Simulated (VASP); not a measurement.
# Ba (P6_3/mmc) in VASP: further runs, part 2 of 2

VASP 6.6.1.

### 4 Single point, LDA (49.50 Å³/atom)

This run uses another cell than the first one, of 49.50 Å³/atom.

File INCAR:

```
ALGO = Normal
EDIFF = 1E-6
ENCUT = 520
GGA = CA
ISIF = 2
ISMEAR = -1
LASPH = True
LCHARG = False
LREAL = False
LWAVE = False
NBANDS = 28
NELM = 80
PREC = Accurate
SIGMA = 0.1
```

File KPOINTS:

```
k-points
0
Gamma
  10 10 3
```

File POSCAR:

```
Ba
1.0
    4.1255621406      0.0000000000      0.0000000000
   -2.0627810703      3.5728416187      0.0000000000
    0.0000000000      0.0000000000     13.4326863958
Ba
4
Direct
    1.0000000000      1.0000000000      0.0000000000
    1.0000000000      0.0000000000      0.5000000000
    0.3333333333      0.6666666667      0.2500000000
    0.6666666667      0.3333333333      0.7500000000
```

Potentials or basis: VASP PAW LDA potentials, release 64 (Ba_sv).

Command:

```bash
cat potpaw_LDA.64/Ba_sv/POTCAR > POTCAR
mpirun -np 1 vasp_std > vasp.out
```

OUTCAR:

```text
EDIFF = 1E-6
   ENCUT = 520
   GGA = CA
   ISIF = 2
   ISMEAR = -1
   LASPH = True
   LREAL = False
   NELM = 80
   PREC = Accurate

 ion  position               nearest neighbor table
   1  0.000  0.000  0.000-   3 4.12   4 4.12   4 4.12   3 4.12   4 4.12   3 4.12
   2  0.000  0.000  0.500-   3 4.12   4 4.12   4 4.12   3 4.12   4 4.12   3 4.12
   3  0.333  0.667  0.250-   1 4.12   2 4.12   1 4.12   2 4.12   1 4.12   2 4.12
   4  0.667  0.333  0.750-   1 4.12   2 4.12   1 4.12   2 4.12   1 4.12   2 4.12

[... 946 lines left out ...]
  Direction    XX          YY          ZZ          XY          YZ          ZX
  --------------------------------------------------------------------------------------
  -------------------------------------------------------------------------------------
  Total        1.1831757      1.1831757      1.1687368      0.0000000     -0.0000000      0.0000000
  in kB        9.5741458      9.5741458      9.4573079      0.0000000     -0.0000000      0.0000000
  external PRESSURE =       9.5351999 kB  Pullay stress =       0.0000000 kB

 VOLUME and BASIS-vectors are now :
 -----------------------------------------------------------------------------
  energy-cutoff  :      520.00
  volume of cell :      198.00
      direct lattice vectors                 reciprocal lattice vectors
     4.125562141  0.000000000  0.000000000     0.242391210  0.139944630  0.000000000
    -2.062781070  3.572841619  0.000000000     0.000000000  0.279889261  0.000000000
     0.000000000  0.000000000 13.432686396     0.000000000  0.000000000  0.074445273

 POSITION                                       TOTAL-FORCE (eV/Angst)
 -----------------------------------------------------------------------------------
      0.00000      0.00000      0.00000         0.000000     -0.000000      0.000000
      0.00000      0.00000      6.71634         0.000000     -0.000000      0.000000
     -0.00000      2.38189      3.35817        -0.000000     -0.000000     -0.000000
      2.06278      1.19095     10.07451         0.000000      0.000000      0.000000
 -----------------------------------------------------------------------------------
    total drift:                                0.000000      0.000000      0.000000

  FREE ENERGIE OF THE ION-ELECTRON SYSTEM (eV)
  ---------------------------------------------------
  free  energy   TOTEN  =        -8.9968831132 eV

  energy  without entropy=       -8.7879355130  energy(sigma->0) =       -8.89240931
```

Wall time 2.1 min (1 thread of Oxide Virtual Turin-like, shared host); peak memory 0.27 GiB.

What came out:

```yaml
Free_energy: -8.9969 eV
Pressure: 1.0 GPa
Band_gap_on_the_k_mesh: zero (bands 20 and 21 overlap by 0.42 eV)
```

Levels at points of the mesh, in eV from the Fermi level:
```
           k point  band 16  band 17  band 18  band 19  band 20  band 21  band 22  band 23  band 24  band 25
(0.00, 0.00, 0.00)   -13.21    -2.82    -1.64    -1.62    -1.09     1.20     1.24     1.81     1.81     1.88
(0.50, 0.00, 0.00)   -13.34    -1.10    -1.09    -0.71    -0.39     0.07     0.22     0.39     1.08     1.38
```

Caveat: spin-orbit coupling is left out, which moves the levels of the heavy elements.

### 5 Single point, LDA (51.65 Å³/atom)

This run uses another cell than the first one, of 51.65 Å³/atom.

File INCAR:

```
PREC = Accurate ; ENCUT = 520
EDIFF = 1E-6 ; ISMEAR = -1
SIGMA = 0.1 ; LREAL = F
LASPH = T ; NELM = 60
ALGO = Normal ; ISIF = 2
LWAVE = F ; LCHARG = F
NBANDS = 28
```

File KPOINTS:

```
Automatic mesh
0
Gamma
  10 10 3
```

File POSCAR:

```
Ba
1.0
    4.1845067064      0.0000000000      0.0000000000
   -2.0922533532      3.6238891100      0.0000000000
    0.0000000000      0.0000000000     13.6246078454
Ba
4
Direct
    1.0000000000      1.0000000000      0.0000000000
    1.0000000000      0.0000000000      0.5000000000
    0.3333333333      0.6666666667      0.2500000000
    0.6666666667      0.3333333333      0.7500000000
```

Potentials or basis: VASP PAW LDA potentials, release 64 (Ba_sv).

Command:

```bash
cat potpaw_LDA.64/Ba_sv/POTCAR > POTCAR
mpirun -np 1 vasp_std > vasp.out
```

OUTCAR:

```text
PREC = Accurate
   ENCUT = 520
   EDIFF = 1E-6
   ISMEAR = -1
   LREAL = F
   LASPH = T
   NELM = 60
   ISIF = 2

 ion  position               nearest neighbor table
   1  0.000  0.000  0.000-   3 4.18   4 4.18   3 4.18   4 4.18   4 4.18   3 4.18
   2  0.000  0.000  0.500-   3 4.18   4 4.18   3 4.18   4 4.18   4 4.18   3 4.18
   3  0.333  0.667  0.250-   1 4.18   2 4.18   1 4.18   2 4.18   1 4.18   2 4.18
   4  0.667  0.333  0.750-   1 4.18   2 4.18   1 4.18   2 4.18   1 4.18   2 4.18

  LATTYP: Found a hexagonal cell.
[... 946 lines left out ...]
  --------------------------------------------------------------------------------------
  -------------------------------------------------------------------------------------
  Total        0.6242580      0.6242580      0.6166302      0.0000000      0.0000000      0.0000000
  in kB        4.8409604      4.8409604      4.7818086      0.0000000      0.0000000      0.0000000
  external PRESSURE =       4.8212431 kB  Pullay stress =       0.0000000 kB

 VOLUME and BASIS-vectors are now :
 -----------------------------------------------------------------------------
  energy-cutoff  :      520.00
  volume of cell :      206.61
      direct lattice vectors                 reciprocal lattice vectors
     4.184506706  0.000000000  0.000000000     0.238976795  0.137973317  0.000000000
    -2.092253353  3.623889110  0.000000000     0.000000000  0.275946633  0.000000000
     0.000000000  0.000000000 13.624607845     0.000000000  0.000000000  0.073396608

 POSITION                                       TOTAL-FORCE (eV/Angst)
 -----------------------------------------------------------------------------------
      0.00000      0.00000      0.00000        -0.000000      0.000000      0.000000
      0.00000      0.00000      6.81230        -0.000000      0.000000      0.000000
     -0.00000      2.41593      3.40615        -0.000000      0.000000      0.000000
      2.09225      1.20796     10.21846         0.000000     -0.000000     -0.000000
 -----------------------------------------------------------------------------------
    total drift:                                0.000000      0.000000     -0.000000

  FREE ENERGIE OF THE ION-ELECTRON SYSTEM (eV)
  ---------------------------------------------------
  free  energy   TOTEN  =        -9.0352419104 eV

  energy  without entropy=       -8.8223335691  energy(sigma->0) =       -8.92878774
```

OSZICAR:

```text
N       E                     dE             d eps       ncg     rms          rms(c)
DAV:   1     0.299991143186E+03    0.29999E+03   -0.16916E+04  1568   0.121E+03
DAV:   2     0.108778020030E+02   -0.28911E+03   -0.28396E+03  2340   0.235E+02
DAV:   3    -0.845234526209E+01   -0.19330E+02   -0.18839E+02  2264   0.595E+01
DAV:   4    -0.908577287712E+01   -0.63343E+00   -0.62863E+00  2416   0.843E+00
DAV:   5    -0.909612491708E+01   -0.10352E-01   -0.10331E-01  2080   0.101E+00    0.445E+00
DAV:   6    -0.905675130521E+01    0.39374E-01   -0.28640E-02  2176   0.106E+00    0.257E+00
DAV:   7    -0.903509821846E+01    0.21653E-01   -0.42621E-02  2224   0.131E+00    0.121E-01
DAV:   8    -0.903520550904E+01   -0.10729E-03   -0.76167E-04  2064   0.119E-01    0.686E-02
DAV:   9    -0.903524646555E+01   -0.40957E-04   -0.10714E-04  2104   0.526E-02    0.121E-02
DAV:  10    -0.903524217281E+01    0.42927E-05   -0.51337E-06  1864   0.100E-02    0.254E-03
DAV:  11    -0.903524191043E+01    0.26238E-06   -0.63281E-07  1180   0.365E-03
   1 F= -.90352419E+01 E0= -.89287877E+01  d E =-.212908E+00
```

stdout:

```text
POSCAR found type information on POSCAR Ba
 POSCAR found :  1 types and       4 ions
 scaLAPACK will be used
 LDA part: xc-table for (Slater(with rela. corr.)+CA(PZ))
 , standard interpolation
 POSCAR, INCAR and KPOINTS ok, starting setup
 FFT: planning ... GRIDC
 FFT: planning ... GRID_SOFT
 FFT: planning ... GRID
 WAVECAR not read
 entering main loop
```

Run time: 2.9 min. Hardware: 1 thread of Oxide Virtual Turin-like, shared host; peak memory 0.28 GiB.

What came out:

```yaml
Free_energy: -9.0352 eV
Pressure: 0.5 GPa
Band_gap_on_the_k_mesh: zero (bands 20 and 21 overlap by 0.37 eV)
```

Caveat: spin-orbit coupling is left out, which moves the levels of the heavy elements.

### 6 The runs side by side

```csv
cell,k mesh,gap on the mesh (eV),pressure (GPa)
"a = 4.242, b = 4.242, c = 13.811 Å, angles 90.0, 90.0, 120.0°, 4 atoms",8 × 8 × 3,none,0.1
"a = 4.065, b = 4.065, c = 13.235 Å, angles 90.0, 90.0, 120.0°, 4 atoms",10 × 10 × 3,none,1.5
"a = 4.126, b = 4.126, c = 13.433 Å, angles 90.0, 90.0, 120.0°, 4 atoms",10 × 10 × 3,none,1.0
"a = 4.185, b = 4.185, c = 13.625 Å, angles 90.0, 90.0, 120.0°, 4 atoms",10 × 10 × 3,none,0.5
```

Alike in all rows: task single point; level LDA; potentials or basis VASP PAW LDA potentials, release 64 (Ba_sv); no spin polarisation; cutoff (eV) 520; smearing fermi-dirac 0.1 eV.

Caveats: spin-orbit coupling is left out, which moves the levels of the heavy elements.

Total energies depend on the potentials used, so only differences within one code and one set of settings carry meaning.
